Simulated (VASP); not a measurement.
# CoSi2 (Fm-3m) in VASP: notebook

CoSi2 is run at these levels: LDA; tasks: single point, relaxation of cell and atoms.

All numbers are computed with VASP 6.6.1; they aren't measurements. Logs are shortened: lines on timing, memory, paths and dates and some standing lists are left out, and cuts for length are marked.

## 1. The cell of the first run

It takes space group Fm-3m (No. 225, cubic). The conventional cell has a = 5.274 Å, b = 5.274 Å, c = 5.274 Å, α = 90.00°, β = 90.00°, γ = 90.00°. Within 3.0 Å of Co (site symmetry m-3m) lie 8 Si at 2.28 Å. Si (site symmetry -43m) has 4 Co at 2.28 Å and 6 Si at 2.64 Å within 3.0 Å.

## 2. Single point, LDA

Input file INCAR:

```
PREC = Accurate
ENCUT = 520
EDIFF = 1E-6
ISMEAR = 0
SIGMA = 0.1
LREAL = F
LASPH = T
NELM = 80
ALGO = Normal
ISIF = 2
LWAVE = F
LCHARG = T
LELF = T
LVHAR = T
NBANDS = 16
```

Input file KPOINTS:

```
Automatic mesh
0
Gamma
  14 14 14
```

Input file POSCAR:

```
CoSi2
1.0
    0.0000000000      2.6370415766      2.6370415766
    2.6370415766      0.0000000000      2.6370415766
    2.6370415766      2.6370415766      0.0000000000
Co Si
1 2
Direct
    0.0000000000      0.0000000000      0.0000000000
    0.7500000000      0.7500000000      0.7500000000
    0.2500000000      0.2500000000      0.2500000000
```

Potentials or basis: VASP PAW LDA potentials, release 64 (Co, Si).

Launch:

```console
$ cat potpaw_LDA.64/Co/POTCAR potpaw_LDA.64/Si/POTCAR > POTCAR
$ mpirun -np 1 vasp_std > vasp.out
```

OUTCAR:

```text
PREC = Accurate
   ENCUT = 520
   EDIFF = 1E-6
   ISMEAR = 0
   LREAL = F
   LASPH = T
   NELM = 80
   ISIF = 2

 ion  position               nearest neighbor table
   1  0.000  0.000  0.000-   2 2.28   2 2.28   2 2.28   2 2.28   3 2.28   3 2.28   3 2.28   3 2.28

   2  0.750  0.750  0.750-   1 2.28   1 2.28   1 2.28   1 2.28   3 2.64   3 2.64   3 2.64   3 2.64
                             3 2.64   3 2.64
   3  0.250  0.250  0.250-   1 2.28   1 2.28   1 2.28   1 2.28   2 2.64   2 2.64   2 2.64   2 2.64
                             2 2.64   2 2.64

  LATTYP: Found a face centered cubic cell.
 ALAT       =     5.2740831532

  Lattice vectors:

 A1 = (   0.0000000000,   2.6370415766,   2.6370415766)
 A2 = (   2.6370415766,   0.0000000000,   2.6370415766)
 A3 = (   2.6370415766,   2.6370415766,   0.0000000000)

Analysis of symmetry for initial positions (statically):
=====================================================================
 Subroutine PRICEL returns:
 Original cell was already a primitive cell.

 Routine SETGRP: Setting up the symmetry group for a
 face centered cubic supercell.

 Subroutine GETGRP returns: Found 48 space group operations
 (whereof 48 operations were pure point group operations)
 out of a pool of 48 trial point group operations.

The static configuration has the point symmetry O_h .

Analysis of symmetry for dynamics (positions and initial velocities):
=====================================================================
 Subroutine PRICEL returns:
 Original cell was already a primitive cell.

 Routine SETGRP: Setting up the symmetry group for a
 face centered cubic supercell.

 Subroutine GETGRP returns: Found 48 space group operations
 (whereof 48 operations were pure point group operations)
 out of a pool of 48 trial point group operations.

The dynamic configuration has the point symmetry O_h .

 Subroutine INISYM returns: Found 48 space group operations
 (whereof 48 operations are pure point group operations),
 and found     1 'primitive' translations

----------------------------------------------------------------------------------------

                                     Primitive cell

  volume of cell :      36.6759

  direct lattice vectors                    reciprocal lattice vectors
     0.000000000  2.637041577  2.637041577    -0.189606415  0.189606415  0.189606415
     2.637041577  0.000000000  2.637041577     0.189606415 -0.189606415  0.189606415
     2.637041577  2.637041577  0.000000000     0.189606415  0.189606415 -0.189606415

  length of vectors
     3.729339962  3.729339962  3.729339962     0.328407945  0.328407945  0.328407945

  position of ions in fractional coordinates (direct lattice)
     0.000000000  0.000000000  0.000000000
     0.750000000  0.750000000  0.750000000
     0.250000000  0.250000000  0.250000000

  ion indices of the primitive-cell ions
   primitive index   ion index
                 1           1
                 2           2
                 3           3

----------------------------------------------------------------------------------------

 KPOINTS: Automatic mesh

Automatic generation of k-mesh.
 Grid dimensions read from file:
 generate k-points for:   14   14   14

 Generating k-lattice:

  Cartesian coordinates                     Fractional coordinates (reciprocal lattice)
    -0.013543315  0.013543315  0.013543315     0.071428571  0.000000000  0.000000000
     0.013543315 -0.013543315  0.013543315     0.000000000  0.071428571  0.000000000
     0.013543315  0.013543315 -0.013543315     0.000000000  0.000000000  0.071428571

  Length of vectors
     0.023457710  0.023457710  0.023457710

  Shift w.r.t. Gamma in fractional coordinates (k-lattice)
     0.000000000  0.000000000  0.000000000

 Subroutine IBZKPT returns following result:
 ===========================================

 Found    104 irreducible k-points:

 Following reciprocal coordinates:
            Coordinates               Weight
  0.000000  0.000000  0.000000      1.000000
  0.071429  0.000000  0.000000      8.000000
  0.142857  0.000000  0.000000      8.000000
  0.214286  0.000000  0.000000      8.000000
  0.285714  0.000000  0.000000      8.000000
  0.357143  0.000000  0.000000      8.000000
[... 16 lines left out ...]
  0.214286  0.142857  0.000000     24.000000
  0.285714  0.142857  0.000000     24.000000
 [... further k-points ...]
   k-points           NKPTS =    104   k-points in BZ     NKDIM =    104   number of bands    NBANDS=     16
   number of dos      NEDOS =    301   number of ions     NIONS =      3
   total plane-waves  NPLWV =  21952
   dimension x,y,z NGX =    28 NGY =   28 NGZ =   28
   dimension x,y,z NGXF=    56 NGYF=   56 NGZF=   56
   ions per type =               1   2
   NGX,Y,Z   is equivalent  to a cutoff of  12.48, 12.48, 12.48 a.u.
   NGXF,Y,Z  is equivalent  to a cutoff of  24.96, 24.96, 24.96 a.u.
 SYSTEM =  unknown system
   PREC   = accura    normal or accurate (medium, high low for compatibility)
   ISTART =      0    job   : 0-new  1-cont  2-samecut
   ICHARG =      2    charge: 1-file 2-atom 10-const
   ISPIN  =      1    spin polarized calculation?
   LNONCOLLINEAR =      F non collinear calculations
   LSORBIT =      F    spin-orbit coupling
   LASPH  =      T    aspherical Exc in radial PAW
   ENCUT  =  520.0 eV  38.22 Ry    6.18 a.u.   6.93  6.93  6.93*2*pi/ulx,y,z
   NELM   =     80;   NELMIN=  2; NELMDL= -5     # of ELM steps
   EDIFF  = 0.1E-05   stopping-criterion for ELM
   LREAL  =      F    real-space projection
   EDIFFG = 0.1E-04   stopping-criterion for IOM
   NSW    =      0    number of steps for IOM
   IBRION =     -1    ionic relax: 0-MD 1-quasi-New 2-CG
   NFREE  =      0    steps in history (QN), initial steepest desc. (CG)
   ISIF   =      2    stress and relaxation
   ISYM   =      2    0-nonsym 1-usesym 2-fastsym
   POTIM  = 0.5000    time-step for ionic-motion
   TEBEG  =    0.0;   TEEND  =   0.0 temperature during run
   PSTRESS=    0.0 pullay stress
   NELECT =      17.0000    total number of electrons
   NUPDOWN=      -1.0000    fix difference up-down
   EMIN   =  10.00;   EMAX   =-10.00  energy-range for DOS
   EFERMI =   0.00;   METHOD = LEGACY
   ISMEAR =     0;   SIGMA  =   0.10  broadening in eV -4-tet -1-fermi 0-gaus
   EFERMI_NEDOS =   21; number of points for ismear=-14 and -15
   IALGO  =     38    algorithm
   IMIX   =      4    mixing-type and parameters
     AMIX     =   0.40;   BMIX     =  1.00
     AMIX_MAG =   1.60;   BMIX_MAG =  1.00
  volume/ion in A,a.u.               =      12.23        82.50
  Fermi-wavevector in a.u.,A,eV,Ry     =   1.266964  2.394214 21.840030  1.605197
  Thomas-Fermi vector in A             =   2.400137
   LORBIT       =      0    0 simple, 1 ext, 2 COOP (PROOUT), +10 PAW based schemes
   GGA     = CA    functional components
   LHFCALC =     F    Hartree Fock is set to
   AEXX    =    0.0000 exact exchange contribution
   IVDW    =     0    specifies the selected vdW correction
   LEPSILON=     F    determine dielectric tensor
   LRPA    =     F    only Hartree local field effects (RPA)
 non-spin polarized calculation
 Gauss-broadening in eV      SIGMA  =   0.10
  energy-cutoff  :      520.00
  volume of cell :       36.68
 maximum number of plane-waves:      1006
   NGX = 13   NGY = 13   NGZ = 13

 number of electron      17.0000008 magnetization

 Free energy of the ion-electron system (eV)
  ---------------------------------------------------
  ext. energy  EPLUGINS =         0.00000000
  ---------------------------------------------------
  free energy    TOTEN  =       -21.93167196 eV

  energy without entropy =      -21.92659914  energy(sigma->0) =      -21.92913555

 E-fermi :  10.6540     XC(G=0): -12.1206

 val. band max:       10.5695007217   @ k =   0.4286   0.0714   0.0000
 cond. band min:      10.6553437618   @ k =   0.4286   0.2143   0.0714
 fundamental gap:      0.0858430400
 Fermi energy:        10.6539727218

 k-point     1 :       0.0000    0.0000    0.0000
  band No.  band energies     occupation
      1      -2.7978      2.00000
      2       6.3297      2.00000
      3       6.3297      2.00000
      4       6.3297      2.00000
      5       8.5667      2.00000
      6       8.5667      2.00000
[... 8 lines left out ...]
     15      16.4627      0.00000
     16      16.4627      0.00000

 k-point     2 :       0.0714    0.0000    0.0000
  band No.  band energies     occupation
      1      -2.7177      2.00000
      2       6.1490      2.00000
      3       6.3586      2.00000
      4       6.3586      2.00000
      5       8.5418      2.00000
      6       8.5418      2.00000
[... 8 lines left out ...]
     15      16.1743      0.00000
     16      16.3128      0.00000

 k-point     3 :       0.1429    0.0000    0.0000
  band No.  band energies     occupation
      1      -2.4783      2.00000
      2       5.6471      2.00000
      3       6.4399      2.00000
      4       6.4399      2.00000
      5       8.4822      2.00000
      6       8.4822      2.00000
[... 8 lines left out ...]
     15      16.0760      0.00000
     16      16.7819      0.00000

 k-point     4 :       0.2143    0.0000    0.0000
  band No.  band energies     occupation
      1      -2.0833      2.00000
      2       4.9014      2.00000
      3       6.5558      2.00000
      4       6.5558      2.00000
      5       8.4288      2.00000
      6       8.4288      2.00000
[... 8 lines left out ...]
     15      16.9182      0.00000
     16      17.8648      0.00000

 k-point     5 :       0.2857    0.0000    0.0000
  band No.  band energies     occupation
      1      -1.5392      2.00000
      2       3.9856      2.00000
      3       6.6757      2.00000
      4       6.6757      2.00000
      5       8.4358      2.00000
      6       8.4358      2.00000
[... 8 lines left out ...]
     15      18.0046      0.00000
     16      18.8953      0.00000

 k-point     6 :       0.3571    0.0000    0.0000
  band No.  band energies     occupation
      1      -0.8571      2.00000
      2       2.9755      2.00000
      3       6.7661      2.00000
      4       6.7661      2.00000
      5       8.5453      2.00000
      6       8.5453      2.00000
[... 8 lines left out ...]
     15      19.2100      0.00000
     16      19.9873      0.00000

 k-point     7 :       0.4286    0.0000    0.0000
  band No.  band energies     occupation
      1      -0.0602      2.00000
      2       1.9545      2.00000
      3       6.8132      2.00000
      4       6.8132      2.00000
      5       8.4182      2.00000
      6       8.7374      2.00000
[... 8 lines left out ...]
     15      20.4459      0.00000
     16      21.1615      0.00000

 k-point     8 :       0.5000    0.0000    0.0000
  band No.  band energies     occupation
      1       0.6198      2.00000
      2       1.1951      2.00000
      3       6.8263      2.00000
      4       6.8263      2.00000
      5       8.3113      2.00000
      6       8.8572      2.00000
[... 8 lines left out ...]
     15      21.2078      0.00000
     16      21.9774      0.00000

 k-point     9 :       0.0714    0.0714    0.0000
  band No.  band energies     occupation
      1      -2.6909      2.00000
      2       6.1576      2.00000
      3       6.3370      2.00000
      4       6.3370      2.00000
      5       8.4662      2.00000
      6       8.5955      2.00000
[... 8 lines left out ...]
     15      16.5835      0.00000
     16      16.5835      0.00000
[... 172 lines left out ...]
 k-point    19 :      -0.2143    0.0714    0.0000
  band No.  band energies     occupation
      1      -1.8484      2.00000
      2       4.6076      2.00000
      3       6.4140      2.00000
      4       6.7220      2.00000
      5       8.2188      2.00000
      6       8.5710      2.00000
[... 8 lines left out ...]
     15      17.4245      0.00000
     16      18.9824      0.00000

 k-point    20 :      -0.1429    0.0714    0.0000
  band No.  band energies     occupation
      1      -2.2932      2.00000
      2       5.3737      2.00000
      3       6.3536      2.00000
      4       6.5686      2.00000
      5       8.3163      2.00000
      6       8.5601      2.00000
[... 8 lines left out ...]
     15      16.7976      0.00000
     16      17.7372      0.00000

 k-point    21 :      -0.0714    0.0714    0.0000
  band No.  band energies     occupation
      1      -2.5844      2.00000
      2       5.9065      2.00000
      3       6.3323      2.00000
      4       6.4388      2.00000
      5       8.4404      2.00000
      6       8.5652      2.00000
[... 8 lines left out ...]
     15      16.4206      0.00000
     16      16.7143      0.00000

 k-point    22 :       0.1429    0.1429    0.0000
  band No.  band energies     occupation
      1      -2.3718      2.00000
      2       5.7334      2.00000
      3       6.3632      2.00000
      4       6.3632      2.00000
      5       8.1470      2.00000
      6       8.6771      2.00000
[... 8 lines left out ...]
     15      17.2456      0.00000
     16      17.2456      0.00000

 k-point    23 :       0.2143    0.1429    0.0000
  band No.  band energies     occupation
      1      -2.0818      2.00000
      2       5.3144      2.00000
      3       6.4074      2.00000
      4       6.4445      2.00000
      5       7.9186      2.00000
      6       8.7175      2.00000
[... 8 lines left out ...]
     15      18.1417      0.00000
     16      18.2771      0.00000

 k-point    24 :       0.2857    0.1429    0.0000
  band No.  band energies     occupation
      1      -1.6392      2.00000
      2       4.6344      2.00000
      3       6.4911      2.00000
      4       6.5560      2.00000
      5       7.7255      2.00000
      6       8.7579      2.00000
[... 8 lines left out ...]
     15      19.1642      0.00000
     16      19.4567      0.00000

 [... further k-points ...]
[... 5 lines left out ...]
  --------------------------------------------------------------------------------------
  -------------------------------------------------------------------------------------
  Total        0.0383090      0.0383090      0.0383090      0.0000000     -0.0000000      0.0000000
  in kB        1.6735175      1.6735175      1.6735175      0.0000000     -0.0000000      0.0000000
  external PRESSURE =       1.6735175 kB  Pullay stress =       0.0000000 kB

 VOLUME and BASIS-vectors are now :
 -----------------------------------------------------------------------------
  energy-cutoff  :      520.00
  volume of cell :       36.68
      direct lattice vectors                 reciprocal lattice vectors
     0.000000000  2.637041577  2.637041577    -0.189606415  0.189606415  0.189606415
     2.637041577  0.000000000  2.637041577     0.189606415 -0.189606415  0.189606415
     2.637041577  2.637041577  0.000000000     0.189606415  0.189606415 -0.189606415

 POSITION                                       TOTAL-FORCE (eV/Angst)
 -----------------------------------------------------------------------------------
      0.00000      0.00000      0.00000         0.000000      0.000000      0.000000
      3.95556      3.95556      3.95556        -0.000000     -0.000000     -0.000000
      1.31852      1.31852      1.31852         0.000000      0.000000      0.000000
 -----------------------------------------------------------------------------------
    total drift:                               -0.000000     -0.000000      0.000000

  FREE ENERGIE OF THE ION-ELECTRON SYSTEM (eV)
  ---------------------------------------------------
  free  energy   TOTEN  =       -21.9316719587 eV

  energy  without entropy=      -21.9265991391  energy(sigma->0) =      -21.92913555
```

Wall time 68 s (1 thread of AMD EPYC 7R13 (Zen 3), shared host); peak memory 0.15 GiB.

Results:

- Free energy: -21.9317 eV
- Pressure: 0.2 GPa

Spin polarisation is off, so any magnetic state and its effect on volume and gap are missing.

## 3. Relaxation of cell and atoms, LDA

This run uses another cell than the first one, of 12.50 Å³/atom, 1.022 times its volume.

Input file INCAR:

```
ALGO = Normal ; EDIFF = 1E-6
EDIFFG = -0.005 ; ENCUT = 600
GGA = CA ; IBRION = 2
ISIF = 3 ; ISMEAR = 0
LASPH = T ; LCHARG = F
LREAL = F ; LWAVE = F
NELM = 100 ; NSW = 100
PREC = Accurate ; SIGMA = 0.1
```

Input file KPOINTS:

```
k-points
0
Gamma
  14 14 14
```

Input file POSCAR:

```
CoSi2
1.0
    0.0000000000      2.6564198400      2.6564198400
    2.6564198400      0.0000000000      2.6564198400
    2.6564198400      2.6564198400      0.0000000000
Co Si
1 2
Direct
    0.0000000000      0.0000000000      0.0000000000
    0.7500000000      0.7500000000      0.7500000000
    0.2500000000      0.2500000000      0.2500000000
```

Potentials or basis: VASP PAW LDA potentials, release 64 (Co, Si).

Launch:

```console
$ cat potpaw_LDA.64/Co/POTCAR potpaw_LDA.64/Si/POTCAR > POTCAR
$ mpirun -np 1 vasp_std > vasp.out
```

Run time: 2.4 min. Hardware: 1 thread of AMD EPYC 7R13 (Zen 3), shared host; peak memory 0.17 GiB.

Results (log left out):

| Quantity | Value |
| --- | --- |
| Free energy | -21.9322 eV |
| Relaxed volume | 12.23 Å³/atom |
| Relaxed cell | a = 3.730 Å, b = 3.730 Å, c = 3.730 Å, α = 60.00°, β = 60.00°, γ = 60.00° |
| Space group after relaxing (to 0.05 Å) | Fm-3m (No. 225) |
| Energy gained by relaxing | 3.3 meV/atom |
| Ionic steps | 4 |
| Pressure after relaxing | 0.0 GPa |

Step by step:
```
step  energy change (eV)  largest force (eV/Å)  pressure (GPa)  volume (Å³)
   1              0.0000                0.0000           -4.07        37.49
   2              0.0053                0.0000            5.62        35.80
   3             -0.0100                0.0000           -0.07        36.71
   4             -0.0100                0.0000           -0.03        36.70
```

Final structure:
```
CELL_PARAMETERS angstrom
0.00000 2.63754 2.63754
2.63754 0.00000 2.63754
2.63754 2.63754 0.00000
ATOMIC_POSITIONS crystal
Co 0.00000 0.00000 0.00000
Si 0.75000 0.75000 0.75000
Si 0.25000 0.25000 0.25000
```

Levels at points of the mesh, in eV from the Fermi level:
| k point | band 7 | band 8 | band 9 | band 10 | band 11 | band 12 |
| --- | --- | --- | --- | --- | --- | --- |
| (0.00, 0.00, 0.00) | 1.11 | 3.46 | 3.46 | 3.58 | 3.58 | 3.58 |
| (0.50, 0.00, 0.00) | -1.79 | -0.48 | -0.48 | 2.76 | 3.54 | 3.54 |
| (0.50, 0.50, 0.00) | -2.15 | -2.07 | -1.46 | 1.71 | 2.92 | 8.64 |

Spin polarisation is off, so any magnetic state and its effect on volume and gap are missing.

## 4. Single point, LDA

This run uses another cell than the first one, of 12.50 Å³/atom, 1.022 times its volume.

Input file INCAR:

```
SYSTEM = CoSi2
ALGO = Normal
EDIFF = 1E-6
ENCUT = 600
GGA = CA
GGA_COMPAT = .False.
ISIF = 2
ISMEAR = 0
LASPH = .True.
LCHARG = .True.
LELF = .True.
LREAL = .False.
LVHAR = .True.
LWAVE = .False.
NBANDS = 16
NELM = 120
PREC = Accurate
SIGMA = 0.1
```

Input file KPOINTS:

```
k-points
0
Gamma
  6 6 6
  0 0 0
```

POSCAR is that of step 3.

Launch:

```console
$ cat potpaw_LDA.64/Co/POTCAR potpaw_LDA.64/Si/POTCAR > POTCAR
$ mpirun -np 1 vasp_std > vasp.out
```

It took 26 s on 1 thread of Intel Xeon 8259CL, shared host; peak memory 0.15 GiB.

Results (log left out):

| Property | Result |
| --- | --- |
| Free energy | -21.9151 eV |
| Pressure | -4.1 GPa |

Levels at points of the mesh, in eV from the Fermi level:
```tsv
k point	band 7	band 8	band 9	band 10	band 11	band 12
(0.00, 0.00, 0.00)	0.76	3.33	3.33	3.33	3.37	3.37
(0.50, 0.00, 0.00)	-1.85	-0.60	-0.60	2.57	3.36	3.36
(0.50, 0.50, 0.00)	-2.21	-2.13	-1.53	1.50	2.79	8.49
```

Spin polarisation is off, so any magnetic state and its effect on volume and gap are missing.

## 5. Summary

```csv
task,cell,k mesh,cutoff (eV),gap on the mesh (eV),pressure (GPa)
single point,"a = 3.729 Å, angles 60.0°, 3 atoms",14 × 14 × 14,520,none,0.2
relaxation of cell and atoms,"relaxed from a = 3.757 Å, angles 60.0°, 3 atoms",14 × 14 × 14,600,none,0.0
single point,"a = 3.757 Å, angles 60.0°, 3 atoms",6 × 6 × 6,600,none,-4.1
```

Alike in all rows: level LDA; potentials or basis VASP PAW LDA potentials, release 64 (Co, Si); no spin polarisation; smearing gaussian 0.1 eV.

Absolute energies hang on the potentials; compare differences alone.
